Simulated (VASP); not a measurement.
Input of a VASP 6.6.1 run:

File INCAR:

```
SYSTEM = Au
PREC = Accurate ; ENCUT = 520
EDIFF = 1E-7 ; ISMEAR = 0
SIGMA = 0.15 ; LREAL = .FALSE.
LASPH = .TRUE. ; NELM = 60
ALGO = Normal ; ISIF = 2
LWAVE = .FALSE. ; LCHARG = .TRUE.
GGA = PE ; LELF = .TRUE.
LVHAR = .TRUE. ; NBANDS = 12
```

The input KPOINTS:

```
regular mesh
0
G
  20 20 20
  0 0 0
```

POSCAR

```
Au
1.0
    0.0000000000      2.0455000000      2.0148175000
    2.0455000000      0.0000000000      2.0148175000
    2.0455000000      2.0455000000      0.0000000000
Au
1
Direct
    0.0000000000      0.0000000000      0.0000000000
```

Potentials or basis: VASP PAW PBE potentials, release 64 (Au).

The run is started by

```console
$ cat potpaw_PBE.64/Au/POTCAR > POTCAR
$ mpirun -np 1 vasp_std > vasp.out
```

(1) Estimate the pressure.

Results:

(1) 10.5 GPa.

Caveat: the cell differs from its parent crystal (strain +0.000 along x and y, -0.015 along z).
